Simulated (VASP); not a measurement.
Here is a VASP 6.6.1 calculation.

INCAR

```
PREC     = Accurate       # precision mode
ENCUT    = 520            # plane-wave cutoff, eV
EDIFF    = 1E-6           # SCF threshold, eV
ISMEAR   = -1             # smearing method
SIGMA    = 0.05           # smearing width, eV
LREAL    = False          # projectors in reciprocal space
LASPH    = True           # aspherical terms in the spheres
NELM     = 60             # most SCF steps
ALGO     = Normal         # electronic algorithm
ISIF     = 2              # what is computed and relaxed
LWAVE    = False          # write WAVECAR
LCHARG   = False          # write CHGCAR
GGA      = CA             # functional
NBANDS   = 56             # bands
```

File KPOINTS:

```
regular mesh
0
Gamma
  5 6 5
```

POSCAR

```
HfO2
1.0
    5.2881483861      0.0000000000      0.0000000000
    0.0000000000      5.0706233964      0.0000000000
    0.0000000000      0.0000000000      5.0989121849
Hf O
4 8
Direct
    0.9669940000      0.7325208200      0.7414403500
    0.5330060000      0.7325208200      0.2414403500
    0.4669940000      0.2674791800      0.7414403500
    0.0330060000      0.2674791800      0.2414403500
    0.6321274500      0.9286454000      0.8792672600
    0.8678725500      0.9286454000      0.3792672600
    0.2339485200      0.5398830500      0.4922923900
    0.2660514800      0.5398830500      0.9922923900
    0.7660514800      0.4601169500      0.9922923900
    0.7339485200      0.4601169500      0.4922923900
    0.1321274500      0.0713546000      0.8792672600
    0.3678725500      0.0713546000      0.3792672600
```

Potentials or basis: VASP PAW LDA potentials, release 64 (Hf_pv, O).

The run is started by

```sh
$ cat potpaw_LDA.64/Hf_pv/POTCAR potpaw_LDA.64/O/POTCAR > POTCAR
$ mpirun -np 1 vasp_std > vasp.out
```

(1) What does it give for the band gap on the k mesh?

(2) Estimate the pressure.

(3) Estimate the largest force.

Results:

(1) 4.12 eV (least direct gap 4.33 eV).

(2) -16.5 GPa.

(3) 0.211 eV/Å.

Caveat: the cell stands under tension; spin-orbit coupling is left out, which moves the levels of the heavy elements; an odd mesh through Γ misses points on the zone boundary, where band edges can lie.
